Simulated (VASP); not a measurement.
# MgF2: single point with PBE

The system is MgF2.

```
Mg F
1.0
     4.54800    0.00000    0.00000
     0.00000    4.54800    0.00000
     0.00000    0.00000    3.01762
Mg F
2 4
Direct
  0.00000 0.00000 0.00000
  0.50000 0.50000 0.50000
  0.30215 0.30215 0.00000
  0.19785 0.80215 0.50000
  0.69785 0.69785 0.00000
  0.80215 0.19785 0.50000
```

| Quantity | Value |
| --- | --- |
| Program | VASP 6.6.1 |
| Task | single point |
| Functional | PBE |
| Potentials or basis | VASP PAW PBE potentials, release 64 (Mg, F) |
| Cutoff | 600 eV |
| k mesh | 4 × 4 × 6 |
| Occupations | gaussian, width 0.01 eV |
| Spin | no spin polarisation |
| Dipole correction | no |
| Further INCAR settings | ALGO = Normal; EDIFF = 1e-06; NBANDS = 25 |

* Pressure: 8.9 GPa
* Band gap on the k mesh: 7.40 eV

Forces on the atoms (eV/Å):
```
Mg   0.000  0.000  0.000
Mg   0.000  0.000  0.000
F    0.002  0.002  0.000
F   -0.002  0.002  0.000
F   -0.002 -0.002  0.000
F    0.002 -0.002  0.000
```

Stress tensor (GPa, compression positive):
```
8.91 0.00 0.00
0.00 8.91 0.00
0.00 0.00 8.80
```

Levels at points of the mesh, in eV from the valence-band top:
```tsv
k point	band 12	band 13	band 14	band 15	band 16	band 17	band 18	band 19	band 20	band 21
(0.00, 0.00, 0.00)	-1.29	-0.74	-0.33	-0.33	0.00	7.40	12.54	12.54	13.96	14.81
(0.50, 0.00, 0.00)	-1.45	-1.01	-1.01	-0.39	-0.39	9.86	9.86	13.81	13.81	15.96
(0.50, 0.50, 0.00)	-1.34	-1.00	-1.00	-0.82	-0.82	11.62	11.62	11.69	11.69	17.75
(0.00, 0.00, 0.50)	-1.49	-1.25	-1.25	-0.90	-0.90	12.20	12.20	15.26	15.26	15.73
(0.50, 0.00, 0.50)	-1.43	-0.76	-0.76	-0.70	-0.70	13.10	13.10	13.89	13.89	16.13
(0.50, 0.50, 0.50)	-1.45	-0.65	-0.65	-0.49	-0.49	13.58	13.58	13.79	13.79	14.98
```

Wall time 70 s on 1 thread of AMD EPYC 7R13, on a shared host, peak memory 0.16 GiB.

Caveat: the cell stands under pressure. PBE gaps usually lie below the measured ones, often by a third to a half.
